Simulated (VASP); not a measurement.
## NbIn2S3: relaxation of cell and atoms with PBE

The system is NbIn2S3.

```xyz
6
Lattice="3.5288 0.0000 0.0000 0.0000 3.5288 0.0000 0.0000 0.0000 10.2812" Properties=species:S:1:pos:R:3 pbc="T T T"
Nb    1.7644    1.7644    0.0000
In    1.7644    0.0000    7.4799
In    0.0000    1.7644    2.8014
S     1.7644    0.0000    3.7067
S     0.0000    1.7644    6.5745
S     0.0000    0.0000    0.0000
```

The cell was generated, and may not be a known phase.

```
Program                : VASP 6.6.1
Task                   : relaxation of cell and atoms
Functional             : PBE
Potentials or basis    : VASP PAW PBE potentials, release 64 (Nb_sv, In_d, S)
Cutoff                 : 600 eV
k mesh                 : 10 × 10 × 4
Occupations            : gaussian, width 0.1 eV
Spin                   : no spin polarisation
Dipole correction      : no
Further INCAR settings : ALGO = Normal; EDIFF = 1e-06; IBRION = 2; EDIFFG = -0.01; NSW = 100; ISIF = 3
```

- Relaxed volume: 21.28 Å³/atom
- Relaxed cell: a = 3.532 Å, b = 3.532 Å, c = 10.237 Å, α = 90.00°, β = 90.00°, γ = 90.00°
- Space group after relaxing (to 0.1 Å): P-4m2 (No. 115)
- Energy gained by relaxing: 0.4 meV/atom
- Ionic steps: 6
- Pressure after relaxing: 0.0 GPa
- Largest force after relaxing: 0.006 eV/Å
- Band gap on the k mesh: zero (an odd number of electrons rules out a gap without spin polarisation)

Forces on the atoms (eV/Å):
```
Nb   0.000  0.000  0.000
In   0.000  0.000  0.005
In   0.000  0.000 -0.005
S    0.000  0.000 -0.006
S    0.000  0.000  0.006
S    0.000  0.000  0.000
```

The path:
| step | energy change (eV) | largest force (eV/Å) | pressure (GPa) | volume (Å³) |
| --- | --- | --- | --- | --- |
| 1 | 0.0000 | 0.1008 | 0.18 | 128.03 |
| 2 | -0.0010 | 0.0494 | -0.29 | 128.46 |
| 3 | -0.0011 | 0.0562 | -0.23 | 128.41 |
| 4 | -0.0019 | 0.0306 | -0.12 | 128.04 |
| 5 | -0.0020 | 0.0142 | 0.06 | 127.44 |
| 6 | -0.0022 | 0.0055 | -0.01 | 127.69 |

Final structure:
```
CELL_PARAMETERS angstrom
3.53172 0.00000 0.00000
0.00000 3.53172 0.00000
0.00000 0.00000 10.23688
ATOMIC_POSITIONS crystal
Nb 0.50000 0.50000 0.00000
In 0.50000 0.00000 0.72889
In 0.00000 0.50000 0.27111
S 0.50000 0.00000 0.36118
S 0.00000 0.50000 0.63882
S 0.00000 0.00000 0.00000
```

Levels at points of the mesh, in eV from the Fermi level:
| k point | band 26 | band 27 | band 28 | band 29 | band 30 | band 31 | band 32 | band 33 |
| --- | --- | --- | --- | --- | --- | --- | --- | --- |
| (0.00, 0.00, 0.00) | -2.02 | -2.02 | -1.56 | -0.74 | 0.20 | 0.20 | 0.63 | 0.72 |
| (0.50, 0.00, 0.00) | -1.05 | -1.01 | 0.56 | 0.56 | 0.57 | 1.16 | 1.77 | 3.42 |
| (0.50, 0.50, 0.00) | -3.20 | -1.54 | -1.54 | -1.05 | -1.05 | -0.15 | 1.69 | 2.05 |
| (0.00, 0.00, 0.50) | -1.93 | -1.93 | -0.74 | -0.48 | -0.41 | 0.19 | 0.19 | 0.78 |
| (0.50, 0.00, 0.50) | -1.05 | -1.01 | 0.14 | 0.56 | 0.96 | 1.15 | 1.76 | 3.67 |
| (0.50, 0.50, 0.50) | -3.11 | -2.12 | -2.12 | -0.50 | -0.50 | 0.00 | 1.69 | 2.18 |

Run time: 34 min on 1 thread of Intel Xeon 8259CL (shared host), peak memory 0.48 GiB.

Caveat: spin-orbit coupling is left out, which moves the levels of the heavy elements; an odd number of electrons without spin polarisation forces a metal; a magnetic or distorted state may lie lower.
